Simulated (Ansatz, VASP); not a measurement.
## ScInTeSe in VASP and in Ansatz

```xyz
4
Lattice="4.2030 0.0000 0.0000 0.0000 4.2030 0.0000 0.0000 0.0000 5.9888" Properties=species:S:1:pos:R:3 pbc="T T T"
Sc    0.0000    0.0000    0.0000
In    2.1015    2.1015    2.9944
Te    0.0000    0.0000    2.9944
Se    2.1015    2.1015    0.0000
```

Change from the starting cell: species swapped into the SnTePbSe type (P4/mmm, No. 123).

Alike in both runs: functional PBE; k mesh 3 × 3 × 3; occupations gaussian, width 0.15 eV; no spin polarisation.

Ansatz relaxed the structure, and its values are those at the end. VASP's run is a single point on that final structure, the one shown.

```csv
,VASP,Ansatz
version,VASP 6.6.1,Ansatz 0.2.0
potentials or method,"VASP PAW PBE potentials, release 64 (Sc_sv, In_d, Te, Se), cutoff 500 eV","scalar-relativistic, plane waves, PAW"
valence electrons in the cell,36,56
```

```csv
,VASP,Ansatz,Ansatz less VASP
gap on the k mesh at the Fermi level (eV),none,none,-
pressure (GPa),-0.1,-0.1,-0.05
```

A gap of «none» marks a metal or a gap that the smearing closes. The functional is the same, so the differences come from potentials, cutoffs and numerics. VASP's potentials hold 36 valence electrons a cell and Ansatz's 56, so a difference there can come from the potentials and not from the codes.

The k mesh is coarse, so the values compare programs but aren't converged. Neither program's run includes spin-orbit coupling.
